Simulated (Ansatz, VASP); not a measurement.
One calculation of BP, two programs

File INCAR:

```
SYSTEM = BP
PREC = Accurate ; ENCUT = 500
EDIFF = 1E-6 ; ISMEAR = 0
SIGMA = 0.05 ; LREAL = .FALSE.
LASPH = .TRUE. ; NELM = 120
ALGO = Normal ; ISIF = 2
LWAVE = .FALSE. ; LCHARG = .TRUE.
GGA = PE ; LELF = .TRUE.
LVHAR = .TRUE. ; NBANDS = 11
GGA_COMPAT = .FALSE.
```

The input KPOINTS:

```
Automatic mesh
0
G
  6 6 6
  0 0 0
```

POSCAR

```
BP
1.0
    2.7886018002      0.0000000000      0.0000000000
    0.0000000000      2.7886018002      0.0000000000
    0.0000000000      0.0000000000      2.7886018002
B P
1 1
Direct
    0.0000000000      0.0000000000      0.0000000000
    0.5000000000      0.5000000000      0.5000000000
```

Input for Ansatz:

```yaml
crystal:
  lattice:
    - [2.7886018002, 0.0, 0.0]
    - [0.0, 2.7886018002, 0.0]
    - [0.0, 0.0, 2.7886018002]
  atoms:
    - { symbol: B, position: [0.0, 0.0, 0.0] }
    - { symbol: P, position: [0.5, 0.5, 0.5] }
basis:
  ecutwfc: 420
kpoints:
  mp_grid: { grid: [6, 6, 6] }
hamiltonian:
  xc: pbe
scf:
  occupations: { method: gaussian, width: 0.05 }
output:
  forces: true
  stress: true
  eigenvalues: true
```

Alike in both runs: task single point; functional PBE; k mesh 6 × 6 × 6; occupations gaussian, width 0.05 eV; no spin polarisation.

|  | VASP | Ansatz |
| --- | --- | --- |
| version | VASP 6.6.1 | Ansatz 0.2.0 |
| potentials or method | VASP PAW PBE potentials, release 64 (B, P), cutoff 500 eV | scalar-relativistic, plane waves, PAW |
| valence electrons in the cell | 8 | 8 |

Ansatz gave:

```
gap on the k mesh at the Fermi level (eV) : none
pressure (GPa)                            : -6.6
```

Estimate VASP's values.

gap on the k mesh at the Fermi level (eV): none; pressure (GPa): -6.8.

A gap of «none» marks a metal or a gap that the smearing closes. The functional is the same, so the differences come from potentials, cutoffs and numerics.

The k mesh is coarse, so the values compare programs but aren't converged.
